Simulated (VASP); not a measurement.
Here is a VASP 6.6.1 calculation.

INCAR

```
SYSTEM = Pt
  PREC = Accurate
  ENCUT = 520
  EDIFF = 1E-6
  ISMEAR = -1
  SIGMA = 0.1
  LREAL = .False.
  LASPH = .True.
  NELM = 60
  ALGO = Normal
  ISIF = 2
  LWAVE = .False.
  LCHARG = .False.
  GGA = PE
  NBANDS = 11
```

File KPOINTS:

```
Automatic mesh
0
Gamma
  6 6 6
  0 0 0
```

POSCAR

```
Pt
1.0
    2.6255455891      0.0000000000      0.0000000000
    0.0000000000      2.6255455891      0.0000000000
    0.0000000000      0.0000000000      2.6255455891
Pt
1
Direct
    0.0000000000      0.0000000000      0.0000000000
```

Potentials or basis: VASP PAW PBE potentials, release 64 (Pt).

Command:

```console
$ cat potpaw_PBE.64/Pt/POTCAR > POTCAR
$ mpirun -np 1 vasp_std > vasp.out
```

Problem. What does it give for the band gap on the k mesh?

Solution. Zero (band 5 reaches 10.16 eV, above the bottom of band 6 at 7.21 eV).

Problem. What does it give for the pressure?

Solution. 0.3 GPa.

Caveat: the k points lie up to 0.40 Å⁻¹ apart; spin-orbit coupling is left out, which moves the levels of the heavy elements.
